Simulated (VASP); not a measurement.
# Cr in VASP: notebook

Cr is run at these levels: PBE; tasks: single point.

All numbers are computed with VASP 6.6.1; they aren't measurements. Logs are shortened: lines on timing, memory, paths and dates and some standing lists are left out, and cuts for length are marked.

### 1 The cell of the first run

The cell holds a slab with vacuum, 1 atom: a = 4.028 Å, b = 4.028 Å, c = 9.000 Å, α = 90.00°, β = 90.00°, γ = 120.00°.

### 2 Single point, PBE, collinear spin, ferromagnetic start

INCAR reads:

```
SYSTEM = Cr
PREC     = Accurate       ! precision mode
ENCUT    = 520            ! plane-wave cutoff, eV
EDIFF    = 1E-7           ! SCF threshold, eV
ISMEAR   = -1             ! smearing method
SIGMA    = 0.08           ! smearing width, eV
LREAL    = .False.        ! projectors in reciprocal space
LASPH    = .True.         ! aspherical terms in the spheres
NELM     = 150            ! most SCF steps
ALGO     = Normal         ! electronic algorithm
ISIF     = 2              ! what is computed and relaxed
LWAVE    = .False.        ! write WAVECAR
LCHARG   = .False.        ! write CHGCAR
ISPIN    = 2              ! spin polarisation
MAGMOM   = 2              ! initial moments
LORBIT   = 11             ! projections on sites
LMAXMIX  = 4              ! l up to which the mixer works
LDIPOL   = .True.       
IDIPOL   = 3            
DIPOL    = 0.5 0.5 0.500
GGA      = PE             ! functional
NBANDS   = 16             ! bands
```

KPOINTS reads:

```
regular mesh
0
Gamma
  10 10 1
  0 0 0
```

POSCAR reads:

```
Cr
1.0
    4.0283716178      0.0000000000      0.0000000000
   -2.0141858089      3.4886721569      0.0000000000
    0.0000000000      0.0000000000      9.0000000000
Cr
1
Direct
    0.0000000000      0.0000000000      0.5000000000
```

Potentials or basis: VASP PAW PBE potentials, release 64 (Cr_pv).

Run with:

```bash
> cat potpaw_PBE.64/Cr_pv/POTCAR > POTCAR
> mpirun -np 1 vasp_std > vasp.out
```

OUTCAR:

```text
SYSTEM = Cr
   PREC = Accurate
   ENCUT = 520
   EDIFF = 1E-7
   ISMEAR = -1
   LREAL = .False.
   LASPH = .True.
   NELM = 150
   ISIF = 2
   ISPIN = 2
   LORBIT = 11
   GGA = PE

 ion  position               nearest neighbor table
   1  0.000  0.000  0.500-

  LATTYP: Found a hexagonal cell.
 ALAT       =     4.0283716178
 C/A-ratio  =     2.2341533637

  Lattice vectors:

 A1 = (   4.0283716178,   0.0000000000,   0.0000000000)
 A2 = (  -2.0141858089,   3.4886721569,   0.0000000000)
 A3 = (   0.0000000000,   0.0000000000,   9.0000000000)

Analysis of symmetry for initial positions (statically):
=====================================================================
 Subroutine PRICEL returns:
 Original cell was already a primitive cell.

 Routine SETGRP: Setting up the symmetry group for a
 hexagonal supercell.

 Subroutine GETGRP returns: Found 24 space group operations
 (whereof 24 operations were pure point group operations)
 out of a pool of 24 trial point group operations.

The static configuration has the point symmetry D_6h.

Analysis of symmetry for dynamics (positions and initial velocities):
=====================================================================
 Subroutine PRICEL returns:
 Original cell was already a primitive cell.

 Routine SETGRP: Setting up the symmetry group for a
 hexagonal supercell.

 Subroutine GETGRP returns: Found 24 space group operations
 (whereof 24 operations were pure point group operations)
 out of a pool of 24 trial point group operations.

The dynamic configuration has the point symmetry D_6h.

Analysis of structural, dynamic, and magnetic symmetry:
=====================================================================
 Subroutine PRICEL returns:
 Original cell was already a primitive cell.

 Routine SETGRP: Setting up the symmetry group for a
 hexagonal supercell.

 Subroutine GETGRP returns: Found 24 space group operations
 (whereof 24 operations were pure point group operations)
 out of a pool of 24 trial point group operations.

The overall configuration has the point symmetry D_6h.

 Subroutine INISYM returns: Found 24 space group operations
 (whereof 24 operations are pure point group operations),
 and found     1 'primitive' translations

----------------------------------------------------------------------------------------

                                     Primitive cell

  volume of cell :     126.4830

  direct lattice vectors                    reciprocal lattice vectors
     4.028371618  0.000000000  0.000000000     0.248239263  0.143321005  0.000000000
    -2.014185809  3.488672157  0.000000000     0.000000000  0.286642010  0.000000000
     0.000000000  0.000000000  9.000000000     0.000000000  0.000000000  0.111111111

  length of vectors
     4.028371618  4.028371618  9.000000000     0.286642010  0.286642010  0.111111111

  position of ions in fractional coordinates (direct lattice)
     0.000000000  0.000000000  0.500000000

  ion indices of the primitive-cell ions
   primitive index   ion index
                 1           1

----------------------------------------------------------------------------------------

 KPOINTS: regular mesh

Automatic generation of k-mesh.
 Grid dimensions read from file:
 generate k-points for:   10   10    1

 Generating k-lattice:

  Cartesian coordinates                     Fractional coordinates (reciprocal lattice)
     0.024823926  0.014332101  0.000000000     0.100000000 -0.000000000  0.000000000
     0.000000000  0.028664201  0.000000000     0.000000000  0.100000000  0.000000000
     0.000000000  0.000000000  0.111111111     0.000000000  0.000000000  1.000000000

  Length of vectors
     0.028664201  0.028664201  0.111111111

  Shift w.r.t. Gamma in fractional coordinates (k-lattice)
     0.000000000  0.000000000  0.000000000

 Subroutine IBZKPT returns following result:
 ===========================================

 Found     14 irreducible k-points:

 Following reciprocal coordinates:
            Coordinates               Weight
  0.000000  0.000000  0.000000      1.000000
  0.100000 -0.000000  0.000000      6.000000
  0.200000 -0.000000  0.000000      6.000000
  0.300000 -0.000000  0.000000      6.000000
  0.400000 -0.000000  0.000000      6.000000
  0.500000 -0.000000  0.000000      3.000000
  0.100000  0.100000  0.000000      6.000000
  0.200000  0.100000  0.000000     12.000000
  0.300000  0.100000  0.000000     12.000000
  0.400000  0.100000  0.000000     12.000000
  0.200000  0.200000  0.000000      6.000000
  0.300000  0.200000  0.000000     12.000000
  0.400000  0.200000  0.000000      6.000000
  0.300000  0.300000  0.000000      6.000000
   k-points           NKPTS =     14   k-points in BZ     NKDIM =     14   number of bands    NBANDS=     16
   number of dos      NEDOS =    301   number of ions     NIONS =      1
   total plane-waves  NPLWV =  63000
   dimension x,y,z NGX =    30 NGY =   30 NGZ =   70
   dimension x,y,z NGXF=    60 NGYF=   60 NGZF=  140
   ions per type =               1
   NGX,Y,Z   is equivalent  to a cutoff of  12.38, 12.38, 12.93 a.u.
   NGXF,Y,Z  is equivalent  to a cutoff of  24.76, 24.76, 25.86 a.u.
 SYSTEM =  Cr
   PREC   = accura    normal or accurate (medium, high low for compatibility)
   ISTART =      0    job   : 0-new  1-cont  2-samecut
   ICHARG =      2    charge: 1-file 2-atom 10-const
   ISPIN  =      2    spin polarized calculation?
   LNONCOLLINEAR =      F non collinear calculations
   LSORBIT =      F    spin-orbit coupling
   LASPH  =      T    aspherical Exc in radial PAW
   ENCUT  =  520.0 eV  38.22 Ry    6.18 a.u.   7.49  7.49 16.73*2*pi/ulx,y,z
   NELM   =    150;   NELMIN=  2; NELMDL= -5     # of ELM steps
   EDIFF  = 0.1E-06   stopping-criterion for ELM
   LREAL  =      F    real-space projection
   EDIFFG = 0.1E-05   stopping-criterion for IOM
   NSW    =      0    number of steps for IOM
   IBRION =     -1    ionic relax: 0-MD 1-quasi-New 2-CG
   NFREE  =      0    steps in history (QN), initial steepest desc. (CG)
   ISIF   =      2    stress and relaxation
   ISYM   =      2    0-nonsym 1-usesym 2-fastsym
   POTIM  = 0.5000    time-step for ionic-motion
   TEBEG  =    0.0;   TEEND  =   0.0 temperature during run
   PSTRESS=    0.0 pullay stress
   NELECT =      12.0000    total number of electrons
   NUPDOWN=      -1.0000    fix difference up-down
   EMIN   =  10.00;   EMAX   =-10.00  energy-range for DOS
   EFERMI =   0.00;   METHOD = LEGACY
   ISMEAR =    -1;   SIGMA  =   0.08  broadening in eV -4-tet -1-fermi 0-gaus
   EFERMI_NEDOS =   21; number of points for ismear=-14 and -15
   IALGO  =     38    algorithm
   IMIX   =      4    mixing-type and parameters
     AMIX     =   0.40;   BMIX     =  1.00
     AMIX_MAG =   1.60;   BMIX_MAG =  1.00
  volume/ion in A,a.u.               =     126.48       853.55
  Fermi-wavevector in a.u.,A,eV,Ry     =   0.746663  1.410988  7.585321  0.557505
  Thomas-Fermi vector in A             =   1.842537
   LORBIT       =     11    0 simple, 1 ext, 2 COOP (PROOUT), +10 PAW based schemes
   GGA     = PE    functional components
   LHFCALC =     F    Hartree Fock is set to
   AEXX    =    0.0000 exact exchange contribution
   IVDW    =     0    specifies the selected vdW correction
   LEPSILON=     F    determine dielectric tensor
   LRPA    =     F    only Hartree local field effects (RPA)
 spin polarized calculation
  energy-cutoff  :      520.00
  volume of cell :      126.48
 maximum number of plane-waves:      3437
 NGX is ok and might be reduce to    30
   NGX = 15   NGY = 15   NGZ = 33

 dipolmoment           0.000000      0.000000     -0.000000 electrons x Angstroem

 number of electron      12.0000010 magnetization       5.2280619

 dipolmoment           0.000000      0.000000      0.000000 electrons x Angstroem

 Free energy of the ion-electron system (eV)
  ---------------------------------------------------
  ext. energy  EPLUGINS =         0.00000000
  ---------------------------------------------------
  free energy    TOTEN  =        -5.97820678 eV

  energy without entropy =       -5.96263374  energy(sigma->0) =       -5.97042026

 E-fermi :  -2.1496     XC(G=0):  -3.6089

 val. band max:       -2.4087772041   @ k =   0.2000   0.2000   0.0000
 cond. band min:      -2.0365853345   @ k =   0.2000   0.2000   0.0000
 fundamental gap:      0.3721918696
 Fermi energy:        -2.1495616036

 spin component 1

 k-point     1 :       0.0000    0.0000    0.0000
  band No.  band energies     occupation
      1     -45.5081      1.00000
      2     -45.5081      1.00000
      3     -45.4395      1.00000
      4      -4.9917      1.00000
      5      -2.8467      0.99984
      6      -2.8300      0.99980
[... 8 lines left out ...]
     15       6.5565      0.00000
     16       6.5565      0.00000
[... 229 lines left out ...]
 k-point    14 :       0.3000    0.3000    0.0000
  band No.  band energies     occupation
      1     -45.5107      1.00000
      2     -45.5101      1.00000
      3     -45.4392      1.00000
      4      -2.9611      0.99996
      5      -2.8781      0.99989
      6      -2.8721      0.99988
[... 8 lines left out ...]
     15       4.7818      0.00000
     16       4.9761      0.00000
 Fermi energy:        -2.1495616036

 spin component 2

 k-point     1 :       0.0000    0.0000    0.0000
  band No.  band energies     occupation
      1     -41.2832      1.00000
      2     -41.2832      1.00000
      3     -41.1614      1.00000
      4      -3.5695      1.00000
      5       0.0993      0.00000
      6       0.4240      0.00000
[... 8 lines left out ...]
     15       8.5136      0.00000
     16       9.1359      0.00000
[... 229 lines left out ...]
 k-point    14 :       0.3000    0.3000    0.0000
  band No.  band energies     occupation
      1     -41.2866      1.00000
      2     -41.2858      1.00000
      3     -41.1610      1.00000
      4      -0.4445      0.00000
      5      -0.0620      0.00000
      6       0.6664      0.00000
[... 8 lines left out ...]
     15       5.7442      0.00000
     16       5.8932      0.00000

------------------------ aborting loop because EDIFF is reached ----------------------------------------

 vacuum level on the upper side and lower side of the slab       (xc-potential included)        -1.065        -1.065

  FORCE on cell =-STRESS in cart. coord.  units (eV):
  Direction    XX          YY          ZZ          XY          YZ          ZX
  --------------------------------------------------------------------------------------
  -------------------------------------------------------------------------------------
  Total       -1.9266550     -1.9266550     -0.0570565     -0.0000000      0.0000000      0.0000000
  in kB      -24.4051982    -24.4051982     -0.7227425     -0.0000000      0.0000000      0.0000000
  external PRESSURE =     -16.5110463 kB  Pullay stress =       0.0000000 kB

 VOLUME and BASIS-vectors are now :
 -----------------------------------------------------------------------------
  energy-cutoff  :      520.00
  volume of cell :      126.48
      direct lattice vectors                 reciprocal lattice vectors
     4.028371618  0.000000000  0.000000000     0.248239263  0.143321005  0.000000000
    -2.014185809  3.488672157  0.000000000     0.000000000  0.286642010  0.000000000
     0.000000000  0.000000000  9.000000000     0.000000000  0.000000000  0.111111111

 POSITION                                       TOTAL-FORCE (eV/Angst)
 -----------------------------------------------------------------------------------
      0.00000      0.00000      4.50000        -0.000000      0.000000      0.000000
 -----------------------------------------------------------------------------------
    total drift:                                0.000000      0.000000      0.000000

  FREE ENERGIE OF THE ION-ELECTRON SYSTEM (eV)
  ---------------------------------------------------
  free  energy   TOTEN  =        -5.9782067792 eV

  energy  without entropy=       -5.9626337390  energy(sigma->0) =       -5.97042026

 vacuum level on the upper side and lower side of the slab         0.657         0.657

 total charge

# of ion       s       p       d       tot
------------------------------------------
    1        0.217   5.997   4.229  10.444

 magnetization (x)

# of ion       s       p       d       tot
------------------------------------------
    1        0.096   0.017   4.220   4.333
```

Run time: 69 s. Hardware: 1 thread of Intel Xeon Platinum 8488C (Sapphire Rapids), shared host; peak memory 0.29 GiB.

Results:

- Free energy: -5.9782 eV
- Net moment: 5.23 μB per cell
- Site moments: Cr +4.33 μB
- Valence electrons inside the program's atomic spheres: Cr 10.44

### 3 Single point, PBE, collinear spin, ferromagnetic start

INCAR reads:

```
ALGO = Normal
DIPOL = 0.5 0.5 0.500
EDIFF = 1E-7
ENCUT = 520
GGA = PE
IDIPOL = 3
ISIF = 2
ISMEAR = -1
ISPIN = 2
LASPH = True
LCHARG = False
LDIPOL = True
LMAXMIX = 4
LORBIT = 11
LREAL = False
LWAVE = False
MAGMOM = 2
NBANDS = 16
NELM = 150
PREC = Accurate
SIGMA = 0.08
```

KPOINTS reads:

```
k-points
0
Gamma
  10 10 1
```

POSCAR is that of step 2.

Potentials or basis: VASP PAW PBE potentials, release 64 (Cr_pv).

Run with:

```bash
> cat potpaw_PBE.64/Cr_pv/POTCAR > POTCAR
> mpirun -np 1 vasp_std > vasp.out
```

Run time: 67 s. Hardware: 1 thread of Intel Xeon Platinum 8488C (Sapphire Rapids), shared host; peak memory 0.29 GiB.

Results (log left out):

* Free energy: -5.9782 eV
* Net moment: 5.23 μB per cell
* Site moments: Cr +4.33 μB
* Valence electrons inside the program's atomic spheres: Cr 10.44

Levels at points of the mesh, in eV from the Fermi level:
Spin up:
| k point | band 7 | band 8 | band 9 | band 10 | band 11 | band 12 |
| --- | --- | --- | --- | --- | --- | --- |
| (0.00, 0.00, 0.00) | -0.68 | -0.45 | -0.45 | 1.15 | 3.20 | 7.13 |
| (0.50, 0.00, 0.00) | -0.51 | -0.29 | 0.73 | 0.76 | 3.69 | 5.67 |
Spin down:
```tsv
k point	band 1	band 2	band 3	band 4	band 5	band 6	band 7	band 8
(0.00, 0.00, 0.00)	-39.13	-39.13	-39.01	-1.42	2.25	2.57	2.91	2.91
(0.50, 0.00, 0.00)	-39.14	-39.13	-39.01	1.23	1.84	2.61	3.00	3.33
```
